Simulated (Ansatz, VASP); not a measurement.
# Two plane-wave programs on Al2O3

```
CELL_PARAMETERS angstrom
2.38025 1.37424 4.33187
-2.38025 1.37424 4.33187
0.00000 -2.74848 4.33187
ATOMIC_POSITIONS crystal
Al 0.35216 0.35216 0.35216
Al 0.14784 0.14784 0.14784
Al 0.64784 0.64784 0.64784
Al 0.85216 0.85216 0.85216
O 0.55668 0.94332 0.25000
O 0.25000 0.55668 0.94332
O 0.94332 0.25000 0.55668
O 0.44332 0.05668 0.75000
O 0.75000 0.44332 0.05668
O 0.05668 0.75000 0.44332
```

Alike in both runs: task electric field gradients; functional PBE; k mesh 8 × 8 × 8; occupations fermi-dirac, width 0.02 eV; no spin polarisation.

|  | VASP | Ansatz |
| --- | --- | --- |
| version | VASP 6.6.1 | Ansatz 0.2.0 |
| potentials or method | VASP PAW PBE potentials, release 64 (Al, O) | plane-wave PAW, scalar-relativistic |
| plane-wave cutoff (eV) | 520 | 420 |
| valence electrons in the cell | 48 | 48 |

```tsv
	VASP	Ansatz	Ansatz less VASP
gap on the k mesh at the Fermi level (eV)	6.22	6.22	+0.002
pressure (GPa)	7.2	7.3	+0.15
traceless stress, the component that is largest in VASP (GPa)	-0.42	-0.39	+0.032
rms of the force components (eV/Å)	0.015	0.015	+0.0003
size of Vzz on the site where it differs most (V/Å²)	37.8	38.8	+1.07
```

Atom by atom the forces differ by 0.001 eV/Å (rms over components).
